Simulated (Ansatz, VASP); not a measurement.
# CaSe: VASP beside Ansatz

```
Ca Se
1.0
     0.00000    3.27956    3.27956
     3.27956    0.00000    3.27956
     3.27956    3.27956    0.00000
Ca Se
1 1
Direct
  0.00000 0.00000 0.00000
  0.25000 0.25000 0.25000
```

Alike in both runs: task single point; functional PBE; k mesh 6 × 6 × 6; no spin polarisation.

|  | VASP | Ansatz |
| --- | --- | --- |
| version | VASP 6.6.1 | Ansatz 0.2.0 |
| potentials or method | VASP PAW PBE potentials, release 64 (Ca_sv, Se) | plane waves, PAW |
| plane-wave cutoff (eV) | 520 | 420 |
| occupations | gaussian, width 0.01 eV | fixed |
| valence electrons in the cell | 16 | 26 |

|  | VASP | Ansatz | Ansatz less VASP |
| --- | --- | --- | --- |
| gap on the k mesh at the Fermi level (eV) | 3.21 | 3.21 | +0.001 |
| pressure (GPa) | 0.6 | 0.4 | -0.11 |

VASP's potentials hold 16 valence electrons a cell and Ansatz's 26, so a difference there can come from the potentials and not from the codes.
